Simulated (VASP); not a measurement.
A run of VASP 6.6.1 is set up as follows.

INCAR

```
SYSTEM = La
ALGO = Fast
EDIFF = 1E-6
ENCUT = 520
GGA = PE
ISIF = 2
ISMEAR = -1
LASPH = .True.
LCHARG = .False.
LREAL = .False.
LWAVE = .False.
NBANDS = 12
NELM = 60
PREC = Accurate
SIGMA = 0.05
```

Contents of KPOINTS:

```
k-points
0
Gamma
  9 9 9
  0 0 0
```

Contents of POSCAR:

```
La
1.0
   -2.0804754144      2.0804754144      2.0804754144
    2.0804754144     -2.0804754144      2.0804754144
    2.0804754144      2.0804754144     -2.0804754144
La
1
Direct
    0.0000000000      0.0000000000      0.0000000000
```

Potentials or basis: VASP PAW PBE potentials, release 64 (La).

Command:

```console
$ cat potpaw_PBE.64/La/POTCAR > POTCAR
$ mpirun -np 1 vasp_std > vasp.out
```

**Question.** Estimate the pressure.

**Answer.** 1.1 GPa.
